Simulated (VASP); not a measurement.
# TePt (P6_3/mmc) in VASP: notebook, part 2 of 2

VASP 6.6.1. Earlier steps stand in the parts before.

## 3. Single point, PBEsol (strain -0.080 along x and y, +0.040 along z)

File INCAR:

```
SYSTEM = TePt
PREC = Accurate
ENCUT = 520
EDIFF = 1E-7
ISMEAR = 0
SIGMA = 0.15
LREAL = .False.
LASPH = .True.
NELM = 100
ALGO = Normal
ISIF = 2
LWAVE = .False.
LCHARG = .False.
GGA = PS
NBANDS = 24
```

File KPOINTS:

```
regular mesh
0
Gamma
  12 12 10
  0 0 0
```

File POSCAR:

```
TePt
1.0
    3.7821198268      0.0000000000      0.0000000000
   -1.8910599134      3.2754118502      0.0000000000
    0.0000000000      0.0000000000      5.6638400000
Te Pt
2 2
Direct
    0.3333333333      0.6666666667      0.2500000000
    0.6666666667      0.3333333333      0.7500000000
    0.0000000000      0.0000000000      0.0000000000
    0.0000000000      0.0000000000      0.5000000000
```

Potentials or basis: VASP PAW PBE potentials, release 64 (Te, Pt).

Command:

```
> cat potpaw_PBE.64/Te/POTCAR potpaw_PBE.64/Pt/POTCAR > POTCAR
> mpirun -np 1 vasp_std > vasp.out
```

It took 1.8 min on 1 thread of Intel Xeon Platinum 8488C (Sapphire Rapids), shared host; peak memory 0.3 GiB.

Results (log left out):

```
Free energy            : -19.8322 eV
Pressure               : 44.5 GPa
Band gap on the k mesh : zero (bands 16 and 17 overlap by 1.54 eV)
```

Stress tensor (GPa, compression positive):
```
48.59  0.00  0.00
 0.00 48.59  0.00
 0.00  0.00 36.39
```

Levels at points of the mesh, in eV from the Fermi level:
```tsv
k point	band 12	band 13	band 14	band 15	band 16	band 17	band 18	band 19	band 20	band 21
(0.00, 0.00, 0.00)	-3.45	-1.71	-1.71	-0.66	-0.43	1.71	3.25	3.25	3.66	4.52
(0.50, 0.00, 0.00)	-4.10	-3.99	-3.34	-3.33	-1.02	0.46	2.93	3.38	4.13	4.21
(0.00, 0.00, 0.50)	-4.73	-3.03	-3.03	1.26	1.26	1.26	1.26	4.07	4.07	6.09
(0.50, 0.00, 0.50)	-3.98	-3.82	-3.82	-0.68	-0.68	1.06	1.06	1.85	1.85	6.30
```

Caveat: the cell differs from its parent crystal (strain -0.080 along x and y, +0.040 along z); the cell stands under pressure; the PAW data sets were made with another functional, which shifts forces and pressure a little; spin-orbit coupling is left out, which moves the levels of the heavy elements.

## 4. Single point, PBEsol (strain -0.040 along x and y, -0.040 along z)

File INCAR:

```
SYSTEM = TePt
PREC = Accurate ; ENCUT = 520
EDIFF = 1E-6 ; ISMEAR = 0
SIGMA = 0.15 ; LREAL = .False.
LASPH = .True. ; NELM = 100
ALGO = Normal ; ISIF = 2
LWAVE = .False. ; LCHARG = .True.
GGA = PS ; LELF = .True.
LVHAR = .True. ; NBANDS = 24
```

File KPOINTS:

```
Automatic mesh
0
Gamma
  12 12 10
  0 0 0
```

File POSCAR:

```
TePt
1.0
    3.9465598192      0.0000000000      0.0000000000
   -1.9732799096      3.4178210610      0.0000000000
    0.0000000000      0.0000000000      5.2281600000
Te Pt
2 2
Direct
    0.3333333333      0.6666666667      0.2500000000
    0.6666666667      0.3333333333      0.7500000000
    0.0000000000      0.0000000000      0.0000000000
    0.0000000000      0.0000000000      0.5000000000
```

Command:

```
> cat potpaw_PBE.64/Te/POTCAR potpaw_PBE.64/Pt/POTCAR > POTCAR
> mpirun -np 1 vasp_std > vasp.out
```

Wall time 1.9 min (1 thread of Intel Xeon Platinum 8488C (Sapphire Rapids), shared host); peak memory 0.3 GiB.

Results (log left out):

```
Free energy            : -20.1758 eV
Pressure               : 43.3 GPa
Band gap on the k mesh : zero (bands 16 and 17 overlap by 1.74 eV)
```

Stress tensor (GPa, compression positive):
```
42.84  0.00  0.00
 0.00 42.84  0.00
 0.00  0.00 44.20
```

Levels at points of the mesh, in eV from the Fermi level:
```csv
k point,band 12,band 13,band 14,band 15,band 16,band 17,band 18,band 19,band 20,band 21
"(0.00, 0.00, 0.00)",-2.71,-2.11,-2.11,0.22,0.75,0.98,2.84,2.84,3.22,4.15
"(0.50, 0.00, 0.00)",-3.96,-3.52,-2.96,-2.68,-1.48,1.72,3.25,3.26,3.77,4.04
"(0.00, 0.00, 0.50)",-4.74,-2.92,-2.92,1.21,1.21,1.21,1.21,4.29,4.29,5.65
"(0.50, 0.00, 0.50)",-4.13,-4.07,-4.07,-0.84,-0.84,0.84,0.84,2.73,2.73,6.91
```

Caveat: the cell differs from its parent crystal (strain -0.040 along x and y, -0.040 along z); the cell stands under pressure; the PAW data sets were made with another functional, which shifts forces and pressure a little; spin-orbit coupling is left out, which moves the levels of the heavy elements.

## 5. Single point, PBEsol (strain -0.080 along x and y, +0.080 along z)

File INCAR:

```
SYSTEM = TePt
PREC = Accurate
ENCUT = 520
EDIFF = 1E-7
ISMEAR = 0
SIGMA = 0.15
LREAL = .False.
LASPH = .True.
NELM = 80
ALGO = Normal
ISIF = 2
LWAVE = .False.
LCHARG = .False.
GGA = PS
NBANDS = 24
```

KPOINTS is that of step 4.

File POSCAR:

```
TePt
1.0
    3.7821198268      0.0000000000      0.0000000000
   -1.8910599134      3.2754118502      0.0000000000
    0.0000000000      0.0000000000      5.8816800000
Te Pt
2 2
Direct
    0.3333333333      0.6666666667      0.2500000000
    0.6666666667      0.3333333333      0.7500000000
    0.0000000000      0.0000000000      0.0000000000
    0.0000000000      0.0000000000      0.5000000000
```

Command:

```
> cat potpaw_PBE.64/Te/POTCAR potpaw_PBE.64/Pt/POTCAR > POTCAR
> mpirun -np 1 vasp_std > vasp.out
```

It took 1.9 min on 1 thread of Intel Xeon Platinum 8488C (Sapphire Rapids), shared host; peak memory 0.3 GiB.

The run converged. Its results:

* Free energy: -20.3450 eV
* Pressure: 32.9 GPa
* Band gap on the k mesh: zero (bands 16 and 17 overlap by 1.48 eV)

Stress tensor (GPa, compression positive):
```
36.70  0.00  0.00
 0.00 36.70  0.00
 0.00  0.00 25.18
```

Levels at points of the mesh, in eV from the Fermi level:
```tsv
k point	band 13	band 14	band 15	band 16	band 17	band 18	band 19	band 20
(0.00, 0.00, 0.00)	-1.45	-1.45	-0.98	-0.65	2.13	3.20	3.20	3.34
(0.50, 0.00, 0.00)	-3.75	-3.17	-3.03	-0.94	0.07	2.99	3.27	4.20
(0.00, 0.00, 0.50)	-2.95	-2.95	1.27	1.27	1.27	1.27	4.25	4.25
(0.50, 0.00, 0.50)	-3.43	-3.43	-0.51	-0.51	1.04	1.04	1.64	1.64
```

Caveat: the cell differs from its parent crystal (strain -0.080 along x and y, +0.080 along z); the cell stands under pressure; the PAW data sets were made with another functional, which shifts forces and pressure a little; spin-orbit coupling is left out, which moves the levels of the heavy elements.

## 6. Summary

```tsv
cell	gap on the mesh (eV)	pressure (GPa)
a = 3.947, b = 3.947, c = 5.010 Å, angles 90.0, 90.0, 120.0°, 4 atoms	none	59.7
a = 3.782, b = 3.782, c = 5.664 Å, angles 90.0, 90.0, 120.0°, 4 atoms	none	44.5
a = 3.947, b = 3.947, c = 5.228 Å, angles 90.0, 90.0, 120.0°, 4 atoms	none	43.3
a = 3.782, b = 3.782, c = 5.882 Å, angles 90.0, 90.0, 120.0°, 4 atoms	none	32.9
```

Alike in all rows: task single point; level PBEsol; potentials or basis VASP PAW PBE potentials, release 64 (Te, Pt); no spin polarisation; k mesh 12 × 12 × 10; cutoff (eV) 520; smearing gaussian 0.15 eV.

Caveats: the cell stands under pressure; the PAW data sets were made with another functional, which shifts forces and pressure a little; spin-orbit coupling is left out, which moves the levels of the heavy elements.

Total energies depend on the potentials used, so only differences within one code and one set of settings carry meaning.
